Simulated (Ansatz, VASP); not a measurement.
One calculation of Sr, two programs

The input INCAR:

```
  PREC = Accurate
  ENCUT = 520
  EDIFF = 1E-6
  ISMEAR = 0
  SIGMA = 0.15
  LREAL = False
  LASPH = True
  NELM = 100
  ALGO = Fast
  ISIF = 2
  LWAVE = False
  LCHARG = False
  GGA = PS
  NBANDS = 17
```

The input KPOINTS:

```
Automatic mesh
0
Gamma
  12 12 8
```

Contents of POSCAR:

```
Sr
1.0
    4.3746502240      0.0000000000      0.0000000000
   -2.1873251120      3.7885582266      0.0000000000
    0.0000000000      0.0000000000      7.0500000000
Sr
2
Direct
    0.3333333333      0.6666666667      0.2500000000
    0.6666666667      0.3333333333      0.7500000000
```

Input for Ansatz:

```yaml
crystal:
  lattice:
    - [4.374650224, 0.0, 0.0]
    - [-2.187325112, 3.7885582266, 0.0]
    - [0.0, 0.0, 7.05]
  atoms:
    - { symbol: Sr, position: [0.3333333333, 0.6666666667, 0.25] }
    - { symbol: Sr, position: [0.6666666667, 0.3333333333, 0.75] }
basis:
  ecutwfc: 420
kpoints:
  mp_grid: { grid: [12, 12, 8] }
hamiltonian:
  xc: pbesol
scf:
  occupations: { method: gaussian, width: 0.15 }
output:
  forces: true
  stress: true
  eigenvalues: true
  write_density: true
  write_potential: true
  elf: true
  volumetric_format: npy
```

Change from the starting cell: strain +0.0150 x Voigt [1, 1, 0, 0, 0, 0], atoms carried along.

Alike in both runs: task single point; functional PBEsol; k mesh 12 × 12 × 8; occupations gaussian, width 0.15 eV; no spin polarisation.

```csv
,VASP,Ansatz
version,VASP 6.6.1,Ansatz 0.2.0
potentials or method,"VASP PAW PBE potentials, release 64 (Sr_sv), cutoff 520 eV","scalar-relativistic, plane waves, PAW"
valence electrons in the cell,20,20
```

```tsv
	VASP	Ansatz	Ansatz less VASP
gap on the k mesh at the Fermi level (eV)	none	none	-
pressure (GPa)	-1.1	-1.1	-0.01
traceless stress, the component that is largest in VASP (GPa)	0.19	0.19	0.000
```

VASP's potentials were made for PBE, not for PBEsol. A gap of «none» marks a metal or a gap that the smearing closes. The functional is the same, so the differences come from potentials, cutoffs and numerics.
